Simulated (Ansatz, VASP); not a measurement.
Two plane-wave programs on Cd3CuO

```
Cd Cu O
1.0
     3.13960    0.00000    0.00000
     0.00000    3.13960    0.00000
     0.00000    0.00000    8.69727
Cd Cu O
3 1 1
Direct
  0.50000 0.50000 0.41578
  0.00000 0.00000 0.06585
  0.00000 0.00000 0.66378
  0.50000 0.50000 0.85377
  0.50000 0.50000 0.16101
```

Alike in both runs: functional PBE; k mesh 10 × 10 × 4; occupations gaussian, width 0.1 eV; no spin polarisation.

Ansatz relaxed the structure, and its values are those at the end. VASP's run is a single point on that final structure, the one shown.

|  | VASP | Ansatz |
| --- | --- | --- |
| version | VASP 6.6.1 | Ansatz 0.2.0 |
| potentials or method | VASP PAW PBE potentials, release 64 (Cd, Cu, O), cutoff 520 eV | scalar-relativistic, plane waves, PAW |
| valence electrons in the cell | 53 | 85 |

Ansatz gave:

```
gap on the k mesh at the Fermi level (eV) : none
pressure (GPa)                            : 0.0
rms of the force components (eV/Å)        : 0.002
```

Question: Which values does VASP return?

Answer: gap on the k mesh at the Fermi level (eV): none; pressure (GPa): 0.7; rms of the force components (eV/Å): 0.024.

A gap of «none» marks a metal or a gap that the smearing closes. VASP's potentials hold 53 valence electrons a cell and Ansatz's 85, so a difference there can come from the potentials and not from the codes.
